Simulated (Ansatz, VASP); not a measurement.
# Two plane-wave programs on W

```
W
1.0
    -1.59178    1.59178    1.59178
     1.59178   -1.59178    1.59178
     3.18356    3.18356    0.00000
W
2
Direct
  0.94110 0.94110 0.00000
  0.55890 0.55890 0.50000
```

Change from the starting cell: mode 4 (124.6 1/cm) frozen in, largest displacement +0.188 Å.

Alike in both runs: task single point; functional PBE; k mesh 22 × 22 × 14; occupations gaussian, width 0.15 eV; no spin polarisation.

```csv
,VASP,Ansatz
version,VASP 6.6.1,Ansatz 0.2.0
potentials or method,"VASP PAW PBE potentials, release 64 (W_sv), cutoff 520 eV","scalar-relativistic, plane waves, PAW"
valence electrons in the cell,28,28
```

VASP gave:

```
gap on the k mesh at the Fermi level (eV)                     : none
pressure (GPa)                                                : 8.1
traceless stress, the component that is largest in VASP (GPa) : 8.05
rms of the force components (eV/Å)                            : 1.553
```

Problem. What did Ansatz give for the same quantities?

Solution. gap on the k mesh at the Fermi level (eV): none; pressure (GPa): 7.4; traceless stress, the component that is largest in VASP (GPa): 7.86; rms of the force components (eV/Å): 1.536.

Atom by atom the forces differ by 0.017 eV/Å (rms over components). A gap of «none» marks a metal or a gap that the smearing closes. With one functional, cell and mesh, what is left measures potentials, basis and numerics.

Spin-orbit coupling is off throughout.
